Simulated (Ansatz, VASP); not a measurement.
# Two plane-wave programs on SiHg

```
CELL_PARAMETERS angstrom
3.47543 0.00000 0.00000
0.00000 3.47543 0.00000
0.00000 0.00000 3.47543
ATOMIC_POSITIONS crystal
Si 0.00000 0.00000 0.00000
Hg 0.50000 0.50000 0.50000
```

Change from the starting cell: species swapped into the MnCo type (Pm-3m, No. 221).

Alike in both runs: task single point; functional PBE; k mesh 6 × 6 × 6; occupations gaussian, width 0.1 eV; no spin polarisation.

```csv
,VASP,Ansatz
version,VASP 6.6.1,Ansatz 0.2.0
potentials or method,"VASP PAW PBE potentials, release 64 (Si, Hg), cutoff 520 eV","scalar-relativistic, plane waves, PAW"
valence electrons in the cell,16,24
```

Ansatz gave:

| Property | Result |
| --- | --- |
| gap on the k mesh at the Fermi level (eV) | none |
| pressure (GPa) | -1.6 |

Q: What did VASP give for the same quantities?

A: gap on the k mesh at the Fermi level (eV): none; pressure (GPa): -1.4.

A gap of «none» marks a metal or a gap that the smearing closes. VASP's potentials hold 16 valence electrons a cell and Ansatz's 24, so a difference there can come from the potentials and not from the codes.

Neither program's run includes spin-orbit coupling.
